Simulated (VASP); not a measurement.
# HgTe (I-4m2) in VASP: single point with PBEsol

Aim: the single point of HgTe with PBEsol.

All numbers are computed with VASP 6.6.1; they aren't measurements. Logs are shortened: lines on timing, memory, paths and dates and some standing lists are left out, and cuts for length are marked.

**1. The cell of the first run**

It takes space group I-4m2 (No. 119, tetragonal). The conventional cell has a = 5.117 Å, b = 5.117 Å, c = 5.116 Å, α = 90.00°, β = 90.00°, γ = 90.00°. Within 3.8 Å of Hg (site symmetry -4m2) lie 4 Te at 2.86 Å. Te (site symmetry -4m2) has 4 Hg at 2.86 Å within 3.8 Å.

**2. Single point, PBEsol**

INCAR

```
PREC = Accurate
ENCUT = 520
EDIFF = 1E-6
ISMEAR = 0
SIGMA = 0.15
LREAL = False
LASPH = True
NELM = 100
ALGO = Normal
ISIF = 2
LWAVE = False
LCHARG = False
GGA = PS
NBANDS = 16
```

KPOINTS

```
Automatic mesh
0
Gamma
  14 14 14
```

POSCAR

```
HgTe
1.0
    0.0000000000      3.6184385637      2.5582360646
    3.6184385637      0.0000000000      2.5582360646
    3.6184385637      3.6184385637      0.0000000000
Hg Te
1 1
Direct
    0.0000000000      0.0000000000      0.0000000000
    0.7500000000      0.7500000000      0.7500000000
```

Potentials or basis: VASP PAW PBE potentials, release 64 (Hg, Te).

Launch:

```
cat potpaw_PBE.64/Hg/POTCAR potpaw_PBE.64/Te/POTCAR > POTCAR
mpirun -np 1 vasp_std > vasp.out
```

OUTCAR:

```text
PREC = Accurate
   ENCUT = 520
   EDIFF = 1E-6
   ISMEAR = 0
   LREAL = False
   LASPH = True
   NELM = 100
   ISIF = 2
   GGA = PS

 ion  position               nearest neighbor table
   1  0.000  0.000  0.000-   2 2.86   2 2.86   2 2.86   2 2.86
   2  0.750  0.750  0.750-   1 2.86   1 2.86   1 2.86   1 2.86

  LATTYP: Found a body centered tetragonal cell.
 ALAT       =     5.1172448914
 C/A-ratio  =     0.9998489886

  Lattice vectors:

 A1 = (   0.0000000000,  -3.6184385637,  -2.5582360646)
 A2 = (   0.0000000000,   3.6184385637,  -2.5582360646)
 A3 = (   3.6184385637,   0.0000000000,   2.5582360646)

Analysis of symmetry for initial positions (statically):
=====================================================================
 Subroutine PRICEL returns:
 Original cell was already a primitive cell.

 Routine SETGRP: Setting up the symmetry group for a
 body centered tetragonal supercell.

 Subroutine GETGRP returns: Found  8 space group operations
 (whereof  8 operations were pure point group operations)
 out of a pool of 16 trial point group operations.

The static configuration has the point symmetry D_2d.

Analysis of symmetry for dynamics (positions and initial velocities):
=====================================================================
 Subroutine PRICEL returns:
 Original cell was already a primitive cell.

 Routine SETGRP: Setting up the symmetry group for a
 body centered tetragonal supercell.

 Subroutine GETGRP returns: Found  8 space group operations
 (whereof  8 operations were pure point group operations)
 out of a pool of 16 trial point group operations.

The dynamic configuration has the point symmetry D_2d.

 Subroutine INISYM returns: Found  8 space group operations
 (whereof  8 operations are pure point group operations),
 and found     1 'primitive' translations

----------------------------------------------------------------------------------------

                                     Primitive cell

  volume of cell :      66.9905

  direct lattice vectors                    reciprocal lattice vectors
     0.000000000  3.618438564  2.558236065    -0.138181149  0.138181149  0.195447170
     3.618438564  0.000000000  2.558236065     0.138181149 -0.138181149  0.195447170
     3.618438564  3.618438564  0.000000000     0.138181149  0.138181149 -0.195447170

  length of vectors
     4.431441007  4.431441007  5.117244891     0.276383170  0.276383170  0.276383170
[... 80 lines left out ...]
   NELM   =    100;   NELMIN=  2; NELMDL= -5     # of ELM steps
   EDIFF  = 0.1E-05   stopping-criterion for ELM
   LREAL  =      F    real-space projection
   EDIFFG = 0.1E-04   stopping-criterion for IOM
   NSW    =      0    number of steps for IOM
   IBRION =     -1    ionic relax: 0-MD 1-quasi-New 2-CG
   NFREE  =      0    steps in history (QN), initial steepest desc. (CG)
   ISIF   =      2    stress and relaxation
   ISYM   =      2    0-nonsym 1-usesym 2-fastsym
   POTIM  = 0.5000    time-step for ionic-motion
   TEBEG  =    0.0;   TEEND  =   0.0 temperature during run
   PSTRESS=    0.0 pullay stress
   NELECT =      18.0000    total number of electrons
   NUPDOWN=      -1.0000    fix difference up-down
   EMIN   =  10.00;   EMAX   =-10.00  energy-range for DOS
   EFERMI =   0.00;   METHOD = LEGACY
   ISMEAR =     0;   SIGMA  =   0.15  broadening in eV -4-tet -1-fermi 0-gaus
   EFERMI_NEDOS =   21; number of points for ismear=-14 and -15
   IALGO  =     38    algorithm
   IMIX   =      4    mixing-type and parameters
     AMIX     =   0.40;   BMIX     =  1.00
     AMIX_MAG =   1.60;   BMIX_MAG =  1.00
  volume/ion in A,a.u.               =      33.50       226.04
  Fermi-wavevector in a.u.,A,eV,Ry     =   1.056399  1.996305 15.183815  1.115979
  Thomas-Fermi vector in A             =   2.191633
   LORBIT       =      0    0 simple, 1 ext, 2 COOP (PROOUT), +10 PAW based schemes
   GGA     = PS    functional components
   LHFCALC =     F    Hartree Fock is set to
   AEXX    =    0.0000 exact exchange contribution
   IVDW    =     0    specifies the selected vdW correction
   LEPSILON=     F    determine dielectric tensor
   LRPA    =     F    only Hartree local field effects (RPA)
 non-spin polarized calculation
 Gauss-broadening in eV      SIGMA  =   0.15
  energy-cutoff  :      520.00
  volume of cell :       66.99
 maximum number of plane-waves:      1865
 NGX is ok and might be reduce to    36
   NGX = 17   NGY = 17   NGZ = 19

 number of electron      18.0000001 magnetization

 Free energy of the ion-electron system (eV)
  ---------------------------------------------------
  ext. energy  EPLUGINS =         0.00000000
  ---------------------------------------------------
  free energy    TOTEN  =        -4.20631649 eV

  energy without entropy =       -4.20540408  energy(sigma->0) =       -4.20586029

 E-fermi :   3.0720     XC(G=0):  -9.0749

 val. band max:        2.9252324693   @ k =   0.1429   0.0000   0.1429
 cond. band min:       3.0882051614   @ k =   0.0714   0.0000   0.0714
 fundamental gap:      0.1629726920
 Fermi energy:         3.0719985593

 k-point     1 :       0.0000    0.0000    0.0000
  band No.  band energies     occupation
      1      -8.8739      2.00000
      2      -4.1391      2.00000
      3      -4.1391      2.00000
      4      -4.1178      2.00000
      5      -3.8443      2.00000
      6      -3.6622      2.00000
[... 433 lines left out ...]
      3      -4.0941      2.00000
      4      -4.0002      2.00000
      5      -3.7579      2.00000
      6      -3.6003      2.00000
[... 8 lines left out ...]
     15      12.3170      0.00000
     16      12.7677      0.00000

 [... further k-points ...]

------------------------ aborting loop because EDIFF is reached ----------------------------------------

  FORCE on cell =-STRESS in cart. coord.  units (eV):
  Direction    XX          YY          ZZ          XY          YZ          ZX
  --------------------------------------------------------------------------------------
  -------------------------------------------------------------------------------------
  Total       -0.6825561     -0.6825561      0.4922447      0.0000000     -0.0000000      0.0000000
  in kB      -16.3243512    -16.3243512     11.7727688      0.0000000     -0.0000000      0.0000000
  external PRESSURE =      -6.9586445 kB  Pullay stress =       0.0000000 kB

 VOLUME and BASIS-vectors are now :
 -----------------------------------------------------------------------------
  energy-cutoff  :      520.00
  volume of cell :       66.99
      direct lattice vectors                 reciprocal lattice vectors
     0.000000000  3.618438564  2.558236065    -0.138181149  0.138181149  0.195447170
     3.618438564  0.000000000  2.558236065     0.138181149 -0.138181149  0.195447170
     3.618438564  3.618438564  0.000000000     0.138181149  0.138181149 -0.195447170

 POSITION                                       TOTAL-FORCE (eV/Angst)
 -----------------------------------------------------------------------------------
      0.00000      0.00000      0.00000         0.000000      0.000000     -0.000000
      5.42766      5.42766      3.83735        -0.000000     -0.000000      0.000000
 -----------------------------------------------------------------------------------
    total drift:                               -0.000000     -0.000000     -0.000000

  FREE ENERGIE OF THE ION-ELECTRON SYSTEM (eV)
  ---------------------------------------------------
  free  energy   TOTEN  =        -4.2063164944 eV

  energy  without entropy=       -4.2054040790  energy(sigma->0) =       -4.20586029
```

stdout:

```text
POSCAR found type information on POSCAR HgTe
 POSCAR found :  2 types and       2 ions
 scaLAPACK will be used
 -----------------------------------------------------------------------------
|                                                                             |
|                                                                             |
|     You enforced a specific xc type in the INCAR file but a different       |
|     I HOPE YOU KNOW WHAT YOU ARE DOING!                                     |
|                                                                             |
 -----------------------------------------------------------------------------

 LDA part: xc-table for (Slater+PW92), standard interpolation
 POSCAR, INCAR and KPOINTS ok, starting setup
 FFT: planning ... GRIDC
 FFT: planning ... GRID_SOFT
 FFT: planning ... GRID
 WAVECAR not read
 entering main loop
```

Wall time 2.9 min (1 thread of Intel Xeon 6975P-C, shared host); peak memory 0.43 GiB.

Results:

| Item | Value |
| --- | --- |
| Free energy | -4.2063 eV |
| Pressure | -0.7 GPa |

Levels at points of the mesh, in eV from the Fermi level:
| k point | band 6 | band 7 | band 8 | band 9 | band 10 | band 11 | band 12 | band 13 |
| --- | --- | --- | --- | --- | --- | --- | --- | --- |
| (0.00, 0.00, 0.00) | -6.73 | -1.24 | -0.60 | -0.60 | 0.09 | 4.74 | 4.82 | 4.82 |
| (0.50, 0.00, 0.00) | -6.54 | -5.31 | -1.67 | -0.73 | 0.07 | 4.12 | 5.54 | 7.11 |
| (0.50, 0.50, 0.00) | -6.09 | -4.37 | -3.12 | -3.12 | 0.24 | 1.88 | 8.77 | 8.77 |
| (0.50, 0.00, 0.50) | -6.62 | -5.73 | -1.85 | -1.22 | 2.69 | 2.78 | 6.77 | 6.95 |

Caveat: the PAW data sets were made with another functional, which shifts forces and pressure a little; spin-orbit coupling is left out, which moves the levels of the heavy elements.
